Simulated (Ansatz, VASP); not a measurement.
One calculation of MgO, two programs

File INCAR:

```
SYSTEM = MgO
PREC = Accurate
ENCUT = 600
EDIFF = 1E-6
ISMEAR = 0
SIGMA = 0.01
LREAL = .FALSE.
LASPH = .TRUE.
NELM = 120
ALGO = Normal
ISIF = 2
LWAVE = .FALSE.
LCHARG = .FALSE.
NBANDS = 11
GGA_COMPAT = .FALSE.
```

The input KPOINTS:

```
regular mesh
0
G
  12 12 12
  0 0 0
```

The input POSCAR:

```
MgO
1.0
    2.2315829953      0.0000000000      0.0000000000
    0.0000000000      2.2315829953      0.0000000000
    0.0000000000      0.0000000000      2.2315829953
Mg O
1 1
Direct
    0.0000000000      0.0000000000      0.0000000000
    0.5000000000      0.5000000000      0.5000000000
```

Input for Ansatz:

```yaml
crystal:
  lattice:
    - [2.2315829953, 0.0, 0.0]
    - [0.0, 2.2315829953, 0.0]
    - [0.0, 0.0, 2.2315829953]
  atoms:
    - { symbol: Mg, position: [0.0, 0.0, 0.0] }
    - { symbol: O, position: [0.5, 0.5, 0.5] }
scf:
  occupations: { method: fixed }
output:
  forces: true
  stress: true
  eigenvalues: true
hamiltonian:
  xc: lda
basis:
  ecutwfc: 700
kpoints:
  mp_grid: { grid: [12, 12, 12] }
```

Alike in both runs: task single point; functional LDA; k mesh 12 × 12 × 12; no spin polarisation.

|  | VASP | Ansatz |
| --- | --- | --- |
| version | VASP 6.6.1 | Ansatz 0.2.0 |
| potentials or method | VASP PAW LDA potentials, release 64 (Mg, O), cutoff 600 eV | scalar-relativistic, plane waves, PAW |
| occupations | gaussian, width 0.01 eV | fixed |
| valence electrons in the cell | 8 | 16 |

|  | VASP | Ansatz | Ansatz less VASP |
| --- | --- | --- | --- |
| gap on the k mesh at the Fermi level (eV) | 6.46 | 6.46 | -0.002 |
| least direct gap on the mesh (eV) | 6.46 | 6.46 | -0.002 |

LDA's correlation is that of Perdew and Zunger in VASP and of Perdew and Wang (1992) in Ansatz. VASP's potentials hold 8 valence electrons a cell and Ansatz's 16, so a difference there can come from the potentials and not from the codes.
